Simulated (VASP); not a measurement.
# Fe (Fd-3m) in VASP: a series of runs

The runs below take Fe through single point, with PBE.

Program: VASP 6.6.1. These are calculated values, not measurements. Logs are shortened: lines on timing, memory, paths and dates and some standing lists are left out, and cuts for length are marked.

## (1) The cell of the first run

The structure is cubic, space group Fd-3m (No. 227). The conventional cell has a = 4.810 Å, b = 4.810 Å, c = 4.810 Å, α = 90.00°, β = 90.00°, γ = 90.00°. Fe (site symmetry -43m) has 4 Fe at 2.08 Å within 2.8 Å.

This isn't the form of Fe at room conditions, which is bcc.

## (2) Single point, PBE (13.91 Å³/atom)

The input, INCAR:

```
SYSTEM = Fe
  PREC = Accurate
  ENCUT = 690
  EDIFF = 1E-6
  ISMEAR = -1
  SIGMA = 0.1
  LREAL = .FALSE.
  LASPH = .TRUE.
  NELM = 120
  ALGO = Normal
  ISIF = 2
  LWAVE = .FALSE.
  LCHARG = .FALSE.
  GGA = PE
  NBANDS = 23
  GGA_COMPAT = .FALSE.
```

The input, KPOINTS:

```
regular mesh
0
G
  13 13 13
  0 0 0
```

The input, POSCAR:

```
Fe
1.0
    0.0000000000      2.4048521228      2.4048521228
    2.4048521228      0.0000000000      2.4048521228
    2.4048521228      2.4048521228      0.0000000000
Fe
2
Direct
    0.1250000000      0.1250000000      0.1250000000
    0.8750000000      0.8750000000      0.8750000000
```

Potentials or basis: VASP PAW PBE potentials, release 64 (Fe_sv).

The run is started by

```sh
> cat potpaw_PBE.64/Fe_sv/POTCAR > POTCAR
> mpirun -np 1 vasp_std > vasp.out
```

OUTCAR:

```text
SYSTEM = Fe
   PREC = Accurate
   ENCUT = 690
   EDIFF = 1E-6
   ISMEAR = -1
   LREAL = .FALSE.
   LASPH = .TRUE.
   NELM = 120
   ISIF = 2
   GGA = PE

 ion  position               nearest neighbor table
   1  0.125  0.125  0.125-   2 2.08   2 2.08   2 2.08   2 2.08
   2  0.875  0.875  0.875-   1 2.08   1 2.08   1 2.08   1 2.08

  LATTYP: Found a face centered cubic cell.
 ALAT       =     4.8097042456

  Lattice vectors:

 A1 = (   0.0000000000,   2.4048521228,   2.4048521228)
 A2 = (   2.4048521228,   0.0000000000,   2.4048521228)
 A3 = (   2.4048521228,   2.4048521228,   0.0000000000)

Analysis of symmetry for initial positions (statically):
=====================================================================
 Subroutine PRICEL returns:
 Original cell was already a primitive cell.

 Routine SETGRP: Setting up the symmetry group for a
 face centered cubic supercell.

 Subroutine GETGRP returns: Found 48 space group operations
 (whereof 12 operations were pure point group operations)
 out of a pool of 48 trial point group operations.

The static configuration has the point symmetry D_3d.
 The point group associated with its full space group is O_h .

Analysis of symmetry for dynamics (positions and initial velocities):
=====================================================================
 Subroutine PRICEL returns:
 Original cell was already a primitive cell.

 Routine SETGRP: Setting up the symmetry group for a
 face centered cubic supercell.

 Subroutine GETGRP returns: Found 48 space group operations
 (whereof 12 operations were pure point group operations)
 out of a pool of 48 trial point group operations.

The dynamic configuration has the point symmetry D_3d.
 The point group associated with its full space group is O_h .

 Subroutine INISYM returns: Found 48 space group operations
 (whereof 12 operations are pure point group operations),
 and found     1 'primitive' translations

----------------------------------------------------------------------------------------

                                     Primitive cell

  volume of cell :      27.8160

  direct lattice vectors                    reciprocal lattice vectors
     0.000000000  2.404852123  2.404852123    -0.207912992  0.207912992  0.207912992
     2.404852123  0.000000000  2.404852123     0.207912992 -0.207912992  0.207912992
     2.404852123  2.404852123  0.000000000     0.207912992  0.207912992 -0.207912992

  length of vectors
     3.400974488  3.400974488  3.400974488     0.360115866  0.360115866  0.360115866

  position of ions in fractional coordinates (direct lattice)
     0.125000000  0.125000000  0.125000000
     0.875000000  0.875000000  0.875000000

  ion indices of the primitive-cell ions
   primitive index   ion index
                 1           1
                 2           2

----------------------------------------------------------------------------------------

 KPOINTS: regular mesh

Automatic generation of k-mesh.
 Grid dimensions read from file:
 generate k-points for:   13   13   13

 Generating k-lattice:

  Cartesian coordinates                     Fractional coordinates (reciprocal lattice)
    -0.015993307  0.015993307  0.015993307     0.076923077  0.000000000  0.000000000
     0.015993307 -0.015993307  0.015993307     0.000000000  0.076923077  0.000000000
     0.015993307  0.015993307 -0.015993307     0.000000000  0.000000000  0.076923077

  Length of vectors
     0.027701220  0.027701220  0.027701220

  Shift w.r.t. Gamma in fractional coordinates (k-lattice)
     0.000000000  0.000000000  0.000000000

 Subroutine IBZKPT returns following result:
 ===========================================

 Found     84 irreducible k-points:

 Following reciprocal coordinates:
            Coordinates               Weight
  0.000000  0.000000  0.000000      1.000000
  0.076923  0.000000  0.000000      8.000000
  0.153846  0.000000  0.000000      8.000000
  0.230769  0.000000  0.000000      8.000000
  0.307692  0.000000  0.000000      8.000000
  0.384615  0.000000  0.000000      8.000000
[... 16 lines left out ...]
  0.384615  0.153846  0.000000     24.000000
  0.461538  0.153846  0.000000     24.000000
 [... further k-points ...]
   k-points           NKPTS =     84   k-points in BZ     NKDIM =     84   number of bands    NBANDS=     23
   number of dos      NEDOS =    301   number of ions     NIONS =      2
   total plane-waves  NPLWV =  27000
   dimension x,y,z NGX =    30 NGY =   30 NGZ =   30
   dimension x,y,z NGXF=    60 NGYF=   60 NGZF=   60
   ions per type =               2
   NGX,Y,Z   is equivalent  to a cutoff of  14.66, 14.66, 14.66 a.u.
   NGXF,Y,Z  is equivalent  to a cutoff of  29.33, 29.33, 29.33 a.u.
 SYSTEM =  Fe
   PREC   = accura    normal or accurate (medium, high low for compatibility)
   ISTART =      0    job   : 0-new  1-cont  2-samecut
   ICHARG =      2    charge: 1-file 2-atom 10-const
   ISPIN  =      1    spin polarized calculation?
   LNONCOLLINEAR =      F non collinear calculations
   LSORBIT =      F    spin-orbit coupling
   LASPH  =      T    aspherical Exc in radial PAW
   ENCUT  =  690.0 eV  50.71 Ry    7.12 a.u.   7.28  7.28  7.28*2*pi/ulx,y,z
   NELM   =    120;   NELMIN=  2; NELMDL= -5     # of ELM steps
   EDIFF  = 0.1E-05   stopping-criterion for ELM
   LREAL  =      F    real-space projection
   EDIFFG = 0.1E-04   stopping-criterion for IOM
   NSW    =      0    number of steps for IOM
   IBRION =     -1    ionic relax: 0-MD 1-quasi-New 2-CG
   NFREE  =      0    steps in history (QN), initial steepest desc. (CG)
   ISIF   =      2    stress and relaxation
   ISYM   =      2    0-nonsym 1-usesym 2-fastsym
   POTIM  = 0.5000    time-step for ionic-motion
   TEBEG  =    0.0;   TEEND  =   0.0 temperature during run
   PSTRESS=    0.0 pullay stress
   NELECT =      32.0000    total number of electrons
   NUPDOWN=      -1.0000    fix difference up-down
   EMIN   =  10.00;   EMAX   =-10.00  energy-range for DOS
   EFERMI =   0.00;   METHOD = LEGACY
   ISMEAR =    -1;   SIGMA  =   0.10  broadening in eV -4-tet -1-fermi 0-gaus
   EFERMI_NEDOS =   21; number of points for ismear=-14 and -15
   IALGO  =     38    algorithm
   IMIX   =      4    mixing-type and parameters
     AMIX     =   0.40;   BMIX     =  1.00
     AMIX_MAG =   1.60;   BMIX_MAG =  1.00
  volume/ion in A,a.u.               =      13.91        93.86
  Fermi-wavevector in a.u.,A,eV,Ry     =   1.715378  3.241594 40.035428  2.942521
  Thomas-Fermi vector in A             =   2.792761
   LORBIT       =      0    0 simple, 1 ext, 2 COOP (PROOUT), +10 PAW based schemes
   GGA     = PE    functional components
   LHFCALC =     F    Hartree Fock is set to
   AEXX    =    0.0000 exact exchange contribution
   IVDW    =     0    specifies the selected vdW correction
   LEPSILON=     F    determine dielectric tensor
   LRPA    =     F    only Hartree local field effects (RPA)
 non-spin polarized calculation
  energy-cutoff  :      690.00
  volume of cell :       27.82
 maximum number of plane-waves:      1164
 NGX is ok and might be reduce to    30
   NGX = 15   NGY = 15   NGZ = 15

 number of electron      31.9999980 magnetization

 Free energy of the ion-electron system (eV)
  ---------------------------------------------------
  ext. energy  EPLUGINS =         0.00000000
  ---------------------------------------------------
  free energy    TOTEN  =       -14.16762440 eV

  energy without entropy =      -14.08792692  energy(sigma->0) =      -14.12777566

 E-fermi :   9.0742     XC(G=0): -12.1940

 val. band max:        9.0656933981   @ k =   0.3846   0.0000   0.0000
 cond. band min:       9.0823688233   @ k =   0.2308   0.2308   0.0000
 fundamental gap:      0.0166754253
 Fermi energy:         9.0742405414

 k-point     1 :       0.0000    0.0000    0.0000
  band No.  band energies     occupation
      1     -78.1088      2.00000
      2     -77.6546      2.00000
      3     -44.3163      2.00000
      4     -44.3163      2.00000
      5     -44.3163      2.00000
      6     -43.6551      2.00000
[... 15 lines left out ...]
     22      23.7001      0.00000
     23      23.9507      0.00000

 k-point     2 :       0.0769    0.0000    0.0000
  band No.  band energies     occupation
      1     -78.1040      2.00000
      2     -77.6596      2.00000
      3     -44.3212      2.00000
      4     -44.3212      2.00000
      5     -44.3162      2.00000
      6     -43.6564      2.00000
[... 15 lines left out ...]
     22      22.8622      0.00000
     23      24.2395      0.00000

 k-point     3 :       0.1538    0.0000    0.0000
  band No.  band energies     occupation
      1     -78.0898      2.00000
      2     -77.6740      2.00000
      3     -44.3343      2.00000
      4     -44.3343      2.00000
      5     -44.3150      2.00000
      6     -43.6595      2.00000
[... 15 lines left out ...]
     22      22.0388      0.00000
     23      23.5630      0.00000

 k-point     4 :       0.2308    0.0000    0.0000
  band No.  band energies     occupation
      1     -78.0680      2.00000
      2     -77.6963      2.00000
      3     -44.3519      2.00000
      4     -44.3519      2.00000
      5     -44.3131      2.00000
      6     -43.6639      2.00000
[... 15 lines left out ...]
     22      21.3390      0.00000
     23      22.9110      0.00000

 k-point     5 :       0.3077    0.0000    0.0000
  band No.  band energies     occupation
      1     -78.0416      2.00000
      2     -77.7231      2.00000
      3     -44.3695      2.00000
      4     -44.3695      2.00000
      5     -44.3117      2.00000
      6     -43.6684      2.00000
[... 15 lines left out ...]
     22      20.7731      0.00000
     23      22.4036      0.00000

 k-point     6 :       0.3846    0.0000    0.0000
  band No.  band energies     occupation
      1     -78.0158      2.00000
      2     -77.7494      2.00000
      3     -44.3836      2.00000
      4     -44.3836      2.00000
      5     -44.3108      2.00000
      6     -43.6719      2.00000
[... 15 lines left out ...]
     22      20.3653      0.00000
     23      22.0682      0.00000

 k-point     7 :       0.4615    0.0000    0.0000
  band No.  band energies     occupation
      1     -77.9986      2.00000
      2     -77.7668      2.00000
      3     -44.3914      2.00000
      4     -44.3914      2.00000
      5     -44.3106      2.00000
      6     -43.6738      2.00000
[... 353 lines left out ...]
     22      21.8180      0.00000
     23      22.5758      0.00000

 k-point    21 :       0.2308    0.1538    0.0000
  band No.  band energies     occupation
      1     -78.0663      2.00000
      2     -77.6980      2.00000
      3     -44.3733      2.00000
      4     -44.3727      2.00000
      5     -44.2631      2.00000
      6     -43.7133      2.00000
[... 15 lines left out ...]
     22      21.3678      0.00000
     23      21.6978      0.00000

 k-point    22 :       0.3077    0.1538    0.0000
  band No.  band energies     occupation
      1     -78.0428      2.00000
      2     -77.7219      2.00000
      3     -44.3945      2.00000
      4     -44.3900      2.00000
      5     -44.2481      2.00000
      6     -43.7295      2.00000
[... 15 lines left out ...]
     22      20.1222      0.00000
     23      21.4246      0.00000

 k-point    23 :       0.3846    0.1538    0.0000
  band No.  band energies     occupation
      1     -78.0159      2.00000
      2     -77.7492      2.00000
      3     -44.4160      2.00000
      4     -44.4032      2.00000
      5     -44.2354      2.00000
      6     -43.7430      2.00000
[... 15 lines left out ...]
     22      19.0191      0.00000
     23      21.2461      0.00000

 k-point    24 :       0.4615    0.1538    0.0000
  band No.  band energies     occupation
      1     -77.9916      2.00000
      2     -77.7739      2.00000
      3     -44.4336      2.00000
      4     -44.4096      2.00000
      5     -44.2272      2.00000
      6     -43.7518      2.00000
[... 15 lines left out ...]
     22      18.2110      0.00000
     23      21.1906      0.00000

 [... further k-points ...]

------------------------ aborting loop because EDIFF is reached ----------------------------------------

  FORCE on cell =-STRESS in cart. coord.  units (eV):
  Direction    XX          YY          ZZ          XY          YZ          ZX
  --------------------------------------------------------------------------------------
  -------------------------------------------------------------------------------------
  Total        0.9895224      0.9895224      0.9895224      0.0000000      0.0000000      0.0000000
  in kB       56.9955661     56.9955661     56.9955661      0.0000000      0.0000000      0.0000000
  external PRESSURE =      56.9955661 kB  Pullay stress =       0.0000000 kB

 VOLUME and BASIS-vectors are now :
 -----------------------------------------------------------------------------
  energy-cutoff  :      690.00
  volume of cell :       27.82
      direct lattice vectors                 reciprocal lattice vectors
     0.000000000  2.404852123  2.404852123    -0.207912992  0.207912992  0.207912992
     2.404852123  0.000000000  2.404852123     0.207912992 -0.207912992  0.207912992
     2.404852123  2.404852123  0.000000000     0.207912992  0.207912992 -0.207912992

 POSITION                                       TOTAL-FORCE (eV/Angst)
 -----------------------------------------------------------------------------------
      0.60121      0.60121      0.60121         0.000000      0.000000      0.000000
      4.20849      4.20849      4.20849        -0.000000     -0.000000     -0.000000
 -----------------------------------------------------------------------------------
    total drift:                               -0.000000      0.000000      0.000000

  FREE ENERGIE OF THE ION-ELECTRON SYSTEM (eV)
  ---------------------------------------------------
  free  energy   TOTEN  =       -14.1676243987 eV

  energy  without entropy=      -14.0879269170  energy(sigma->0) =      -14.12777566
```

It took 41 s on 1 thread of AMD EPYC 9R45 (Zen 5), shared host; peak memory 0.17 GiB.

Results:

| Item | Value |
| --- | --- |
| Free energy | -14.1676 eV |
| Pressure | 5.7 GPa |
| Band gap on the k mesh | zero (bands 16 and 17 overlap by 0.83 eV) |

Caveat: the cell stands under pressure; the run has no spin polarisation, though such a crystal can be magnetic. Spin polarisation is off, so any magnetic state and its effect on volume and gap are missing.

## (3) Single point, PBE (13.33 Å³/atom)

This run uses another cell than the first one, of 13.33 Å³/atom.

The input, INCAR:

```
SYSTEM = Fe
ALGO = Normal
EDIFF = 1E-6
ENCUT = 690
GGA = PE
GGA_COMPAT = .FALSE.
ISIF = 2
ISMEAR = -1
LASPH = .TRUE.
LCHARG = .FALSE.
LREAL = .FALSE.
LWAVE = .FALSE.
NBANDS = 23
NELM = 120
PREC = Accurate
SIGMA = 0.1
```

The input, KPOINTS:

```
k-points
0
G
  13 13 13
  0 0 0
```

The input, POSCAR:

```
Fe
1.0
    0.0000000000      2.3709764539      2.3709764539
    2.3709764539      0.0000000000      2.3709764539
    2.3709764539      2.3709764539      0.0000000000
Fe
2
Direct
    0.1250000000      0.1250000000      0.1250000000
    0.8750000000      0.8750000000      0.8750000000
```

Potentials or basis: VASP PAW PBE potentials, release 64 (Fe_sv).

The run is started by

```sh
> cat potpaw_PBE.64/Fe_sv/POTCAR > POTCAR
> mpirun -np 1 vasp_std > vasp.out
```

Run time: 62 s. Hardware: 1 thread of Intel Xeon Platinum 8259CL at 2.50GHz (Skylake/Cascade Lake), shared host; peak memory 0.2 GiB.

It converged, with:

```
Free energy            : -14.0900 eV
Pressure               : 14.2 GPa
Band gap on the k mesh : zero (bands 16 and 17 overlap by 0.87 eV)
```

Levels at points of the mesh, in eV from the Fermi level:
```csv
k point,band 13,band 14,band 15,band 16,band 17,band 18,band 19,band 20
"(0.00, 0.00, 0.00)",-2.69,-2.69,-0.44,-0.44,-0.44,1.41,1.41,15.05
```

Caveat: the cell stands under pressure; the run has no spin polarisation, though such a crystal can be magnetic. Spin polarisation is off, so any magnetic state and its effect on volume and gap are missing.

[end of part 1 of 2]

The gap in the log of VASP goes by the Fermi energy; the results here count the filled bands.